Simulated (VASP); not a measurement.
# RbLaMg6 in VASP: notebook

RbLaMg6 is run at these levels: PBE; tasks: single point.

All numbers are computed with VASP 6.6.1; they aren't measurements. Logs are shortened: lines on timing, memory, paths and dates and some standing lists are left out, and cuts for length are marked.

## (1) The cell of the first run

Symmetry: Amm2, No. 38, orthorhombic system. Conventional cell: a = 5.428 Å, b = 7.231 Å, c = 12.062 Å, α = 90.00°, β = 90.00°, γ = 90.00°. Within 4.4 Å of La (site symmetry mm2) lie 10 Mg at 3.32 to 3.72 Å and 2 Rb at 3.58 Å. Within 4.6 Å of Rb (site symmetry mm2) lie 12 Mg at 3.38 to 4.55 Å and 2 La at 3.58 Å. Mg (site symmetry mm2) has 10 Mg at 3.28 to 3.56 Å and 2 Rb at 3.62 Å within 4.3 Å. Within 4.4 Å of Mg (site symmetry m) lie 2 La at 3.36 Å and 8 Mg at 3.36 to 3.64 Å and 2 Rb at 3.38 to 3.65 Å. Mg (site symmetry mm2) has 10 Mg at 3.36 to 3.55 Å and 2 La at 3.62 Å and 2 Rb at 4.55 Å within 4.6 Å. Within 4.2 Å of Mg (site symmetry m) lie 8 Mg at 3.11 to 4.12 Å and 2 La at 3.32 to 3.72 Å and 2 Rb at 3.49 Å.

## (2) Single point, PBE

INCAR

```
ALGO = Fast
EDIFF = 1E-7
ENCUT = 520
GGA = PE
ISIF = 2
ISMEAR = -1
LASPH = True
LCHARG = False
LREAL = False
LWAVE = False
NBANDS = 26
NELM = 100
PREC = Accurate
SIGMA = 0.05
```

KPOINTS

```
k-points
0
Gamma
  5 5 5
```

POSCAR

```
RbLaMg6
1.0
    5.4277930000      0.0000000000      0.0000000000
    0.0000000000      3.6155930000      6.0310485000
    0.0000000000     -3.6155930000      6.0310485000
La Rb Mg
1 1 6
Direct
    0.5000000000      0.3426060000      0.3426060000
    0.0000000000      0.1488010000      0.1488010000
    0.0000000000      0.6669570000      0.6669570000
    0.0000000000      0.1638300000      0.6607120000
    0.0000000000      0.6607120000      0.1638300000
    0.5000000000      0.8460730000      0.8460730000
    0.5000000000      0.3701620000      0.8008640000
    0.5000000000      0.8008640000      0.3701620000
```

Potentials or basis: VASP PAW PBE potentials, release 64 (La, Rb_sv, Mg).

On the command line:

```sh
cat potpaw_PBE.64/La/POTCAR potpaw_PBE.64/Rb_sv/POTCAR potpaw_PBE.64/Mg/POTCAR > POTCAR
mpirun -np 1 vasp_std > vasp.out
```

OUTCAR:

```text
EDIFF = 1E-7
   ENCUT = 520
   GGA = PE
   ISIF = 2
   ISMEAR = -1
   LASPH = True
   LREAL = False
   NELM = 100
   PREC = Accurate

 ion  position               nearest neighbor table
   1  0.500  0.343  0.343-   7 3.32   8 3.32   4 3.36   5 3.36   4 3.36   5 3.36   2 3.58   2 3.58
                             6 3.62   6 3.62
   2  0.000  0.149  0.149-   4 3.38   5 3.38   7 3.49   8 3.49   7 3.49   8 3.49   1 3.58   1 3.58
                             3 3.62   3 3.62   5 3.65   4 3.65   6 4.55   6 4.55
   3  0.000  0.667  0.667-   7 3.28   8 3.28   7 3.28   8 3.28   6 3.47   6 3.47   4 3.47   5 3.47
                             4 3.56   5 3.56   2 3.62   2 3.62
   4  0.000  0.164  0.661-   1 3.36   1 3.36   6 3.36   6 3.36   2 3.38   7 3.43   7 3.43   3 3.47
                             3 3.56   5 3.59   5 3.64   2 3.65
   5  0.000  0.661  0.164-   1 3.36   1 3.36   6 3.36   6 3.36   2 3.38   8 3.43   8 3.43   3 3.47
                             3 3.56   4 3.59   4 3.64   2 3.65
   6  0.500  0.846  0.846-   4 3.36   5 3.36   4 3.36   5 3.36   3 3.47   3 3.47   8 3.51   7 3.51
                             7 3.55   8 3.55   1 3.62   1 3.62   2 4.55   2 4.55
   7  0.500  0.370  0.801-   8 3.11   3 3.28   3 3.28   1 3.32   4 3.43   4 3.43   2 3.49   2 3.49
                             6 3.51   6 3.55
   8  0.500  0.801  0.370-   7 3.11   3 3.28   3 3.28   1 3.32   5 3.43   5 3.43   2 3.49   2 3.49
                             6 3.51   6 3.55

  LATTYP: Found a base centered orthorhombic cell.
 ALAT       =     7.2311860000
 B/A-ratio  =     1.6680662066
 C/A-ratio  =     0.7506089596

  Lattice vectors:

 A1 = (   0.0000000000,   3.6155930000,  -6.0310485000)
 A2 = (   0.0000000000,   3.6155930000,   6.0310485000)
 A3 = (   5.4277930000,   0.0000000000,   0.0000000000)

Analysis of symmetry for initial positions (statically):
=====================================================================
 Subroutine PRICEL returns:
 Original cell was already a primitive cell.

 Routine SETGRP: Setting up the symmetry group for a
 base centered orthorhombic supercell.

 Subroutine GETGRP returns: Found  4 space group operations
 (whereof  4 operations were pure point group operations)
 out of a pool of  8 trial point group operations.

The static configuration has the point symmetry C_2v.

Analysis of symmetry for dynamics (positions and initial velocities):
=====================================================================
 Subroutine PRICEL returns:
 Original cell was already a primitive cell.

 Routine SETGRP: Setting up the symmetry group for a
 base centered orthorhombic supercell.

 Subroutine GETGRP returns: Found  4 space group operations
 (whereof  4 operations were pure point group operations)
 out of a pool of  8 trial point group operations.

The dynamic configuration has the point symmetry C_2v.

 Subroutine INISYM returns: Found  4 space group operations
 (whereof  4 operations are pure point group operations),
 and found     1 'primitive' translations

----------------------------------------------------------------------------------------

                                     Primitive cell

  volume of cell :     236.7149

  direct lattice vectors                    reciprocal lattice vectors
     5.427793000  0.000000000  0.000000000     0.184236945  0.000000000  0.000000000
     0.000000000  3.615593000  6.031048500     0.000000000  0.138289902  0.082904324
     0.000000000 -3.615593000  6.031048500     0.000000000 -0.138289902  0.082904324

  length of vectors
     5.427793000  7.031789157  7.031789157     0.184236945  0.161236546  0.161236546

  position of ions in fractional coordinates (direct lattice)
     0.500000000  0.342606000  0.342606000
     0.000000000  0.148801000  0.148801000
     0.000000000  0.666957000  0.666957000
     0.000000000  0.163830000  0.660712000
     0.000000000  0.660712000  0.163830000
     0.500000000  0.846073000  0.846073000
     0.500000000  0.370162000  0.800864000
     0.500000000  0.800864000  0.370162000

  ion indices of the primitive-cell ions
   primitive index   ion index
                 1           1
                 2           2
                 3           3
                 4           4
                 5           5
                 6           6
                 7           7
                 8           8

----------------------------------------------------------------------------------------

 KPOINTS: k-points

Automatic generation of k-mesh.
 Grid dimensions read from file:
 generate k-points for:    5    5    5

 Generating k-lattice:

  Cartesian coordinates                     Fractional coordinates (reciprocal lattice)
     0.036847389  0.000000000  0.000000000     0.200000000  0.000000000  0.000000000
     0.000000000  0.027657980  0.016580865     0.000000000  0.200000000  0.000000000
     0.000000000 -0.027657980  0.016580865     0.000000000  0.000000000  0.200000000

  Length of vectors
     0.036847389  0.032247309  0.032247309

  Shift w.r.t. Gamma in fractional coordinates (k-lattice)
     0.000000000  0.000000000  0.000000000

 Subroutine IBZKPT returns following result:
 ===========================================

 Found     27 irreducible k-points:

 Following reciprocal coordinates:
            Coordinates               Weight
  0.000000  0.000000  0.000000      1.000000
  0.200000  0.000000  0.000000      2.000000
  0.400000  0.000000  0.000000      2.000000
  0.000000  0.200000 -0.000000      4.000000
  0.200000  0.200000 -0.000000      8.000000
  0.400000  0.200000 -0.000000      8.000000
[... 16 lines left out ...]
  0.200000  0.400000  0.400000      4.000000
  0.400000  0.400000  0.400000      4.000000
 [... further k-points ...]
   k-points           NKPTS =     27   k-points in BZ     NKDIM =     27   number of bands    NBANDS=     26
   number of dos      NEDOS =    301   number of ions     NIONS =      8
   total plane-waves  NPLWV = 116640
   dimension x,y,z NGX =    40 NGY =   54 NGZ =   54
   dimension x,y,z NGXF=    80 NGYF=  108 NGZF=  108
   ions per type =               1   1   6
   NGX,Y,Z   is equivalent  to a cutoff of  12.25, 12.77, 12.77 a.u.
   NGXF,Y,Z  is equivalent  to a cutoff of  24.50, 25.53, 25.53 a.u.
 SYSTEM =  unknown system
   PREC   = accura    normal or accurate (medium, high low for compatibility)
   ISTART =      0    job   : 0-new  1-cont  2-samecut
   ICHARG =      2    charge: 1-file 2-atom 10-const
   ISPIN  =      1    spin polarized calculation?
   LNONCOLLINEAR =      F non collinear calculations
   LSORBIT =      F    spin-orbit coupling
   LASPH  =      T    aspherical Exc in radial PAW
   ENCUT  =  520.0 eV  38.22 Ry    6.18 a.u.  10.09 13.07 13.07*2*pi/ulx,y,z
   NELM   =    100;   NELMIN=  2; NELMDL= -5     # of ELM steps
   EDIFF  = 0.1E-06   stopping-criterion for ELM
   LREAL  =      F    real-space projection
   EDIFFG = 0.1E-05   stopping-criterion for IOM
   NSW    =      0    number of steps for IOM
   IBRION =     -1    ionic relax: 0-MD 1-quasi-New 2-CG
   NFREE  =      0    steps in history (QN), initial steepest desc. (CG)
   ISIF   =      2    stress and relaxation
   ISYM   =      2    0-nonsym 1-usesym 2-fastsym
   POTIM  = 0.5000    time-step for ionic-motion
   TEBEG  =    0.0;   TEEND  =   0.0 temperature during run
   PSTRESS=    0.0 pullay stress
   NELECT =      32.0000    total number of electrons
   NUPDOWN=      -1.0000    fix difference up-down
   EMIN   =  10.00;   EMAX   =-10.00  energy-range for DOS
   EFERMI =   0.00;   METHOD = LEGACY
   ISMEAR =    -1;   SIGMA  =   0.05  broadening in eV -4-tet -1-fermi 0-gaus
   EFERMI_NEDOS =   21; number of points for ismear=-14 and -15
   IALGO  =     68    algorithm
   IMIX   =      4    mixing-type and parameters
     AMIX     =   0.40;   BMIX     =  1.00
     AMIX_MAG =   1.60;   BMIX_MAG =  1.00
  volume/ion in A,a.u.               =      29.59       199.68
  Fermi-wavevector in a.u.,A,eV,Ry     =   0.840201  1.587749  9.604855  0.705937
  Thomas-Fermi vector in A             =   1.954544
   LORBIT       =      0    0 simple, 1 ext, 2 COOP (PROOUT), +10 PAW based schemes
   GGA     = PE    functional components
   LHFCALC =     F    Hartree Fock is set to
   AEXX    =    0.0000 exact exchange contribution
   IVDW    =     0    specifies the selected vdW correction
   LEPSILON=     F    determine dielectric tensor
   LRPA    =     F    only Hartree local field effects (RPA)
 non-spin polarized calculation
 RMM-DIIS sequential band-by-band and
  energy-cutoff  :      520.00
  volume of cell :      236.71
 maximum number of plane-waves:      6405
   NGX = 21   NGY = 27   NGZ = 27

 number of electron      32.0000000 magnetization

 Free energy of the ion-electron system (eV)
  ---------------------------------------------------
  ext. energy  EPLUGINS =         0.00000000
  ---------------------------------------------------
  free energy    TOTEN  =       -13.19038635 eV

  energy without entropy =      -13.13507319  energy(sigma->0) =      -13.16272977

 E-fermi :   2.7997     XC(G=0):  -8.2675

 val. band max:        2.7905946384   @ k =   0.4000   0.2000  -0.0000
 cond. band min:       2.8134768529   @ k =   0.2000   0.4000   0.2000
 fundamental gap:      0.0228822145
 Fermi energy:         2.7997011572

 k-point     1 :       0.0000    0.0000    0.0000
  band No.  band energies     occupation
      1     -30.3543      2.00000
      2     -24.9296      2.00000
      3     -14.1296      2.00000
      4     -14.0833      2.00000
      5     -14.0022      2.00000
      6      -9.1984      2.00000
[... 18 lines left out ...]
     25       4.3424      0.00000
     26       4.3784      0.00000

 k-point     2 :       0.2000    0.0000    0.0000
  band No.  band energies     occupation
      1     -30.3540      2.00000
      2     -24.9296      2.00000
      3     -14.1376      2.00000
      4     -14.0852      2.00000
      5     -14.0010      2.00000
      6      -9.1918      2.00000
[... 18 lines left out ...]
     25       4.4006      0.00000
[... 608 lines left out ...]
     25       4.3196      0.00000
     26       4.4933      0.00000

 k-point    24 :       0.4000    0.4000    0.4000
  band No.  band energies     occupation
      1     -30.3536      2.00000
      2     -24.9297      2.00000
      3     -14.1505      2.00000
      4     -14.0917      2.00000
      5     -13.9999      2.00000
      6      -9.1999      2.00000
[... 18 lines left out ...]
     25       4.3126      0.00000
     26       4.3548      0.00000

 [... further k-points ...]

------------------------ aborting loop because EDIFF is reached ----------------------------------------

  FORCE on cell =-STRESS in cart. coord.  units (eV):
  Direction    XX          YY          ZZ          XY          YZ          ZX
  --------------------------------------------------------------------------------------
  -------------------------------------------------------------------------------------
  Total       -0.0605599      0.1288291     -0.1943041      0.0000000      0.0000000      0.0000000
  in kB       -0.4098925      0.8719649     -1.3151250      0.0000000      0.0000000      0.0000000
  external PRESSURE =      -0.2843508 kB  Pullay stress =       0.0000000 kB

 VOLUME and BASIS-vectors are now :
 -----------------------------------------------------------------------------
  energy-cutoff  :      520.00
  volume of cell :      236.71
      direct lattice vectors                 reciprocal lattice vectors
     5.427793000  0.000000000  0.000000000     0.184236945  0.000000000  0.000000000
     0.000000000  3.615593000  6.031048500     0.000000000  0.138289902  0.082904324
     0.000000000 -3.615593000  6.031048500     0.000000000 -0.138289902  0.082904324

 POSITION                                       TOTAL-FORCE (eV/Angst)
 -----------------------------------------------------------------------------------
      2.71390      0.00000      4.13255         0.000000      0.000000      0.016585
      0.00000      0.00000      1.79485         0.000000      0.000000     -0.060023
      0.00000      0.00000      8.04490         0.000000      0.000000      0.039040
      0.00000     -1.79652      4.97285         0.000000      0.007476     -0.049596
      0.00000      1.79652      4.97285         0.000000     -0.007476     -0.049596
      2.71390      0.00000     10.20541         0.000000      0.000000      0.050331
      2.71390     -1.55724      7.06251         0.000000     -0.019175      0.026630
      2.71390      1.55724      7.06251         0.000000      0.019175      0.026630
 -----------------------------------------------------------------------------------
    total drift:                               -0.000000     -0.000000     -0.002074

  FREE ENERGIE OF THE ION-ELECTRON SYSTEM (eV)
  ---------------------------------------------------
  free  energy   TOTEN  =       -13.1903863543 eV

  energy  without entropy=      -13.1350731866  energy(sigma->0) =      -13.16272977
```

It took 33 min on 1 thread of Intel Xeon Platinum 8488C (Sapphire Rapids), shared host; peak memory 0.47 GiB.

What came out:

* Free energy: -13.1904 eV
* Pressure: 0.0 GPa
* Largest force: 0.060 eV/Å
* Band gap on the k mesh: zero (bands 16 and 17 overlap by 0.30 eV)

Forces on the atoms (eV/Å):
```
La   0.000  0.000  0.017
Rb   0.000  0.000 -0.060
Mg   0.000  0.000  0.039
Mg   0.000  0.007 -0.050
Mg   0.000 -0.007 -0.050
Mg   0.000  0.000  0.050
Mg   0.000 -0.019  0.027
Mg   0.000  0.019  0.027
```

Caveat: spin-orbit coupling is left out, which moves the levels of the heavy elements.

## (3) Single point, PBE (atoms moved at random)

INCAR

```
SYSTEM = RbLaMg6
  PREC = Accurate
  ENCUT = 520
  EDIFF = 1E-6
  ISMEAR = -1
  SIGMA = 0.05
  LREAL = .False.
  LASPH = .True.
  NELM = 80
  ALGO = Fast
  ISIF = 2
  LWAVE = .False.
  LCHARG = .False.
  GGA = PE
  NBANDS = 26
```

KPOINTS

```
Automatic mesh
0
Gamma
  5 5 5
  0 0 0
```

POSCAR

```
RbLaMg6
1.0
    5.4277930000      0.0000000000      0.0000000000
    0.0000000000      3.6155930000      6.0310485000
    0.0000000000     -3.6155930000      6.0310485000
La Rb Mg
1 1 6
Direct
    0.4921800000      0.3449640000      0.3452780000
   -0.0107480000      0.1381630000      0.1482900000
    0.0000200000      0.6642080000      0.6583020000
    0.0039200000      0.1580850000      0.6607080000
    0.0068360000      0.6671100000      0.1609370000
    0.5055230000      0.8512880000      0.8426080000
    0.4986940000      0.3606290000      0.8008370000
    0.4991790000      0.7994570000      0.3642060000
```

Potentials or basis: VASP PAW PBE potentials, release 64 (La, Rb_sv, Mg).

On the command line:

```sh
cat potpaw_PBE.64/La/POTCAR potpaw_PBE.64/Rb_sv/POTCAR potpaw_PBE.64/Mg/POTCAR > POTCAR
mpirun -np 1 vasp_std > vasp.out
```

Run time: 50 min. Hardware: 1 thread of Intel Xeon Platinum 8488C (Sapphire Rapids), shared host; peak memory 0.66 GiB.

It converged, with:

```
Free energy            : -13.1519 eV
Pressure               : 0.0 GPa
Largest force          : 0.322 eV/Å
Band gap on the k mesh : zero (bands 16 and 17 overlap by 0.26 eV)
```

Forces on the atoms (eV/Å):
```
La   0.253  0.071 -0.187
Rb   0.108  0.181  0.199
Mg   0.015 -0.095  0.032
Mg  -0.105  0.023 -0.076
Mg  -0.134 -0.118 -0.254
Mg  -0.030 -0.047  0.003
Mg  -0.052  0.002  0.151
Mg  -0.055 -0.017  0.132
```

Stress tensor (GPa, compression positive):
```
 0.00 -0.02 -0.11
-0.02  0.16  0.03
-0.11  0.03 -0.02
```

Levels at points of the mesh, in eV from the Fermi level:
```tsv
k point	band 12	band 13	band 14	band 15	band 16	band 17	band 18	band 19	band 20	band 21
(0.00, 0.00, 0.00)	-1.91	-1.58	-1.16	-0.62	-0.01	0.28	0.40	1.05	1.21	1.30
```

Caveat: the cell differs from its parent crystal (atoms moved at random); spin-orbit coupling is left out, which moves the levels of the heavy elements.

The gap in the log of VASP goes by the Fermi energy; the results here count the filled bands.